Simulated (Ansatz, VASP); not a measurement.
**K in VASP and in Ansatz**

INCAR

```
  PREC = Accurate
  ENCUT = 520
  EDIFF = 1E-6
  ISMEAR = 0
  SIGMA = 0.1
  LREAL = F
  LASPH = T
  NELM = 80
  ALGO = Normal
  ISIF = 2
  LWAVE = F
  LCHARG = F
  GGA = PS
  NBANDS = 10
```

KPOINTS

```
Automatic mesh
0
Gamma
  10 10 10
```

Contents of POSCAR:

```
K
1.0
    4.2550503426      0.0000000000      0.0000000000
    0.0000000000      4.2550503426      0.0000000000
    0.0000000000      0.0000000000      4.2550503426
K
1
Direct
    0.0000000000      0.0000000000      0.0000000000
```

Input for Ansatz:

```yaml
crystal:
  lattice:
    - [4.2550503426, 0.0, 0.0]
    - [0.0, 4.2550503426, 0.0]
    - [0.0, 0.0, 4.2550503426]
  atoms:
    - { symbol: K, position: [0.0, 0.0, 0.0] }
basis:
  ecutwfc: 420
kpoints:
  mp_grid: { grid: [10, 10, 10] }
hamiltonian:
  xc: pbesol
scf:
  occupations: { method: gaussian, width: 0.1 }
output:
  forces: true
  stress: true
  eigenvalues: true
```

Alike in both runs: task single point; functional PBEsol; k mesh 10 × 10 × 10; occupations gaussian, width 0.1 eV; no spin polarisation.

```csv
,VASP,Ansatz
version,VASP 6.6.1,Ansatz 0.2.0
potentials or method,"VASP PAW PBE potentials, release 64 (K_sv), cutoff 520 eV","scalar-relativistic, plane waves, PAW"
valence electrons in the cell,9,9
```

```csv
,VASP,Ansatz,Ansatz less VASP
gap on the k mesh at the Fermi level (eV),none,none,-
pressure (GPa),-0.1,0.0,+0.01
```

VASP's potentials were made for PBE, not for PBEsol. A gap of «none» marks a metal or a gap that the smearing closes.
